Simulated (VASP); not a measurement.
Set up this calculation in VASP 6.6.1, as the native input.

* Task: single point
* Functional: PBE
* Potentials or basis: VASP PAW PBE potentials, release 64 (Gd, Re)
* Cutoff: 520 eV
* k mesh: 8 × 8 × 8
* Occupations: gaussian, width 0.05 eV
* Spin: collinear spin, ferrimagnetic start
* Starting moments: [7.79, -0.21] μB
* Hubbard terms: Gd f U = 6.0 eV
* Dipole correction: no
* Further INCAR settings: ALGO = Normal; EDIFF = 1e-07; NBANDS = 24

The structure of GdRe lies in POSCAR:

```
GdRe
1.0
    3.4753604083      0.0000000000      0.0000000000
    0.0000000000      3.4753604083      0.0000000000
    0.0000000000      0.0000000000      3.4753604083
Gd Re
1 1
Direct
    0.0000000000      0.0000000000      0.0000000000
    0.5000000000      0.5000000000      0.5000000000
```

The input as run:

INCAR

```
PREC     = Accurate       # precision mode
ENCUT    = 520            # plane-wave cutoff, eV
EDIFF    = 1E-7           # SCF threshold, eV
ISMEAR   = 0              # smearing method
SIGMA    = 0.05           # smearing width, eV
LREAL    = F              # projectors in reciprocal space
LASPH    = T              # aspherical terms in the spheres
NELM     = 150            # most SCF steps
ALGO     = Normal         # electronic algorithm
ISIF     = 2              # what is computed and relaxed
LWAVE    = F              # write WAVECAR
LCHARG   = T              # write CHGCAR
ISPIN    = 2              # spin polarisation
MAGMOM   = 7.79 -0.21     # initial moments
LORBIT   = 11             # projections on sites
LMAXMIX  = 6              # l up to which the mixer works
LDAU     = T              # DFT+U
LDAUTYPE = 2            
LDAUL    = 3 -1           # shell
LDAUU    = 6 0            # U, eV
LDAUJ    = 0 0          
LDAUPRINT= 1            
GGA      = PE             # functional
LELF     = T              # ELF
LVHAR    = T            
NBANDS   = 24             # bands
```

KPOINTS

```
Automatic mesh
0
Gamma
  8 8 8
```

Potentials or basis: VASP PAW PBE potentials, release 64 (Gd, Re).

Run with:

```console
$ cat potpaw_PBE.64/Gd/POTCAR potpaw_PBE.64/Re/POTCAR > POTCAR
$ mpirun -np 1 vasp_std > vasp.out
```

It gave:

- Pressure: 0.1 GPa
- Net moment: 7.12 μB per cell
- Site moments: Gd +6.92; Re -0.14 μB
- Valence electrons inside the program's atomic spheres: Gd 15.34; Re 5.71

It took 46 s on 1 thread of Intel(R) Xeon(R) 6975P-C (Granite Rapids) (shared host), peak memory 0.22 GiB.
